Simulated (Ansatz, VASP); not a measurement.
**BaTe: VASP beside Ansatz**

Contents of POSCAR:

```
BaTe
1.0
    6.0893140328      0.0000000000      0.0000000000
   -3.0446570164      5.2735006441      0.0000000000
    0.0000000000      0.0000000000      7.1410479076
Ba Te
2 2
Direct
    0.3333333333      0.6666666667     -0.0625000000
    0.6666666667      0.3333333333      0.4375000000
    0.3333333333      0.6666666667      0.4375000000
    0.6666666667      0.3333333333      0.9375000000
```

File INCAR.step1:

```
PREC = Accurate
ENCUT = 520
ISMEAR = 0
SIGMA = 0.01
LREAL = False
LASPH = True
NELM = 80
NBANDS = 24
GGA = PE
ALGO = Normal
EDIFF = 1E-4
LWAVE = True
LCHARG = False
```

INCAR.step2

```
PREC = Accurate
ENCUT = 520
EDIFF = 1E-7
ISMEAR = 0
SIGMA = 0.01
LREAL = False
LASPH = True
NELM = 80
ALGO = Normal
ISIF = 2
LWAVE = False
LCHARG = False
METAGGA = R2SCAN
LMIXTAU = True
NBANDS = 24
ISTART = 1
```

The input KPOINTS:

```
Automatic mesh
0
Gamma
  6 6 4
```

Input for Ansatz:

```yaml
crystal:
  lattice:
    - [6.0893140328, 0.0, 0.0]
    - [-3.0446570164, 5.2735006441, 0.0]
    - [0.0, 0.0, 7.1410479076]
  atoms:
    - { symbol: Ba, position: [0.3333333333, 0.6666666667, -0.0625] }
    - { symbol: Ba, position: [0.6666666667, 0.3333333333, 0.4375] }
    - { symbol: Te, position: [0.3333333333, 0.6666666667, 0.4375] }
    - { symbol: Te, position: [0.6666666667, 0.3333333333, 0.9375] }
kpoints:
  mp_grid: { grid: [6, 6, 4] }
hamiltonian:
  xc: r2scan
scf:
  occupations: { method: fixed }
  n_extra_bands: 5
output:
  forces: true
  stress: true
  eigenvalues: true
```

Alike in both runs: task single point; functional r2SCAN; k mesh 6 × 6 × 4; no spin polarisation.

|  | VASP | Ansatz |
| --- | --- | --- |
| version | VASP 6.6.1 | Ansatz 0.2.0 |
| potentials or method | VASP PAW PBE potentials, release 64 (Ba_sv, Te) | plane waves, PAW |
| plane-wave cutoff (eV) | 520 | 500 |
| occupations | gaussian, width 0.01 eV | fixed |
| valence electrons in the cell | 32 | 52 |

```tsv
	VASP	Ansatz	Ansatz less VASP
gap on the k mesh at the Fermi level (eV)	2.33	2.39	+0.060
pressure (GPa)	-1.0	-1.2	-0.19
traceless stress, the component that is largest in VASP (GPa)	-0.11	-0.16	-0.047
```

VASP's potentials were made for PBE, not for r2SCAN. VASP's potentials hold 32 valence electrons a cell and Ansatz's 52, so a difference there can come from the potentials and not from the codes.

Neither program's run includes spin-orbit coupling.
